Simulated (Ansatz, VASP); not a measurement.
WI2O2 in VASP and in Ansatz

```
W I O
1.0
    -1.87420    1.95245    8.31415
     1.87420   -1.95245    8.31415
     1.87420    1.95245   -8.31415
W I O
1 2 2
Cartesian
  0.0000 0.0000 0.0000
  0.0000 0.0000 2.6725
  0.0000 0.0000 13.9558
  0.0000 1.9525 0.0000
  1.8742 0.0000 0.0000
```

Alike in both runs: task electric field gradients; functional PBE; k mesh 12 × 12 × 12; occupations fermi-dirac, width 0.05 eV; no spin polarisation.

```csv
,VASP,Ansatz
version,VASP 6.6.1,Ansatz 0.2.0
potentials or method,"VASP PAW PBE potentials, release 64 (W_sv, I, O)","plane-wave PAW, scalar-relativistic"
plane-wave cutoff (eV),520,420
valence electrons in the cell,40,60
```

Ansatz gave:

| Property | Result |
| --- | --- |
| pressure (GPa) | 1.9 |
| traceless stress, the component that is largest in VASP (GPa) | -6.95 |
| rms of the force components (eV/Å) | 0.145 |
| size of Vzz on the site where it differs most (V/Å²) | 473.8 |

Question: Estimate VASP's values.

Answer: Pressure (GPa): 2.4; traceless stress, the component that is largest in VASP (GPa): -6.80; rms of the force components (eV/Å): 0.146; size of Vzz on the site where it differs most (V/Å²): 484.1.

Atom by atom the forces differ by 0.001 eV/Å (rms over components). One of these differences is far larger than is usual between the two programs; its cause wasn't traced. The functional is the same, so the differences come from potentials, cutoffs and numerics. VASP's potentials hold 40 valence electrons a cell and Ansatz's 60, so a difference there can come from the potentials and not from the codes.

Spin-orbit coupling is off throughout.
